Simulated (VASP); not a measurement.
Wanted: the native input for a VASP 6.6.1 run.

```
Task                   : single point
Functional             : PBE
Potentials or basis    : VASP PAW PBE potentials, release 64 (Si, Ag)
Cutoff                 : 520 eV
k mesh                 : 4 × 4 × 6
Occupations            : gaussian, width 0.1 eV
Spin                   : no spin polarisation
Dipole correction      : no
Further INCAR settings : ALGO = Normal; EDIFF = 1e-06; NBANDS = 28
```

The structure of Si2Ag lies in POSCAR:

```
Si2Ag
1.0
    4.0191869931      0.0000000000      0.0000000000
    0.0000000000      6.2997474481      0.0000000000
    0.0000000000      0.0000000000      4.4265171706
Si Ag
4 2
Direct
    0.2718697730      0.8802783409      0.5000000000
    0.7718697730      0.6197216591      0.0000000000
    0.7281302270      0.1197216591      0.5000000000
    0.2281302270      0.3802783409      0.0000000000
    0.5000000000      0.5000000000      0.5000000000
    0.0000000000      0.0000000000      0.0000000000
```

The input as run:

INCAR

```
  PREC = Accurate
  ENCUT = 520
  EDIFF = 1E-6
  ISMEAR = 0
  SIGMA = 0.1
  LREAL = False
  LASPH = True
  NELM = 60
  ALGO = Normal
  ISIF = 2
  LWAVE = False
  LCHARG = True
  GGA = PE
  LELF = True
  LVHAR = True
  NBANDS = 28
```

KPOINTS

```
regular mesh
0
Gamma
  4 4 6
```

Potentials or basis: VASP PAW PBE potentials, release 64 (Si, Ag).

The run is started by

```sh
$ cat potpaw_PBE.64/Si/POTCAR potpaw_PBE.64/Ag/POTCAR > POTCAR
$ mpirun -np 1 vasp_std > vasp.out
```

It gave:

* Pressure: 0.0 GPa
* Largest force: 0.012 eV/Å
* Band gap on the k mesh: zero (band 19 reaches 8.02 eV, above the bottom of band 20 at 4.92 eV)

Caveat: the k points lie up to 0.39 Å⁻¹ apart.

Run time: 53 s on 1 thread of AMD EPYC 9R45 96-Core Processor (Zen 5) (shared host), peak memory 0.24 GiB.
